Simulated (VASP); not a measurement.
**Si2W: single point with PBE**

The system is Si2W.

```
Si W
1.0
     4.71723    0.00000    0.00000
    -2.35862    4.08525    0.00000
     0.00000    0.00000    6.36025
Si W
6 3
Direct
  0.81132 0.62264 0.50000
  0.18868 0.81132 0.83333
  0.62264 0.81132 0.16667
  0.18868 0.37736 0.50000
  0.81132 0.18868 0.83333
  0.37736 0.18868 0.16667
  0.00000 0.50000 0.16667
  0.50000 0.50000 0.83333
  0.50000 0.00000 0.50000
```

This cell differs from its parent crystal: c/a of the conventional cell at fixed volume 1.3483.

```
Program             : VASP 6.6.1
Task                : single point
Functional          : PBE
Potentials or basis : VASP PAW PBE potentials, release 64 (Si, W_sv)
Cutoff              : 520 eV
k mesh              : 9 × 9 × 6
Occupations         : gaussian, width 0.03 eV
Spin                : no spin polarisation
```

| Item | Value |
| --- | --- |
| Pressure | 8.9 GPa |
| Largest force | 2.617 eV/Å |
| Band gap on the k mesh | 0.10 eV, indirect (least direct gap 0.21 eV) |

Forces in eV/Å, atoms in the order of the input:
```
Si   0.000  2.617  0.000
Si  -2.267  1.309  0.000
Si   2.267  1.309  0.000
Si   0.000 -2.617  0.000
Si   2.267 -1.309  0.000
Si  -2.267 -1.309  0.000
W    0.000  0.000  0.000
W    0.000  0.000  0.000
W    0.000  0.000  0.000
```

Stress tensor (GPa, compression positive):
```
 3.02  0.00  0.00
 0.00  3.02  0.00
 0.00  0.00 20.73
```

Levels at points of the mesh, in eV from the valence-band top:
| k point | band 29 | band 30 | band 31 | band 32 | band 33 | band 34 | band 35 | band 36 | band 37 | band 38 |
| --- | --- | --- | --- | --- | --- | --- | --- | --- | --- | --- |
| (0.00, 0.00, 0.00) | -3.51 | -3.03 | -3.03 | -2.79 | -1.34 | 1.63 | 1.63 | 1.81 | 2.37 | 2.67 |
| (0.00, 0.00, 0.50) | -3.39 | -2.26 | -1.86 | -0.58 | -0.58 | 1.12 | 1.75 | 1.84 | 1.84 | 2.04 |

Run time: 2.2 min on 1 thread of AMD EPYC 9R45 96-Core Processor (Zen 5) (shared host), peak memory 0.32 GiB.

Caveat: spin-orbit coupling is left out, which moves the levels of the heavy elements; forces of over 1 eV/Å act on the atoms, so gaps and moduli don't describe the material at rest. A k mesh can miss the band edges.
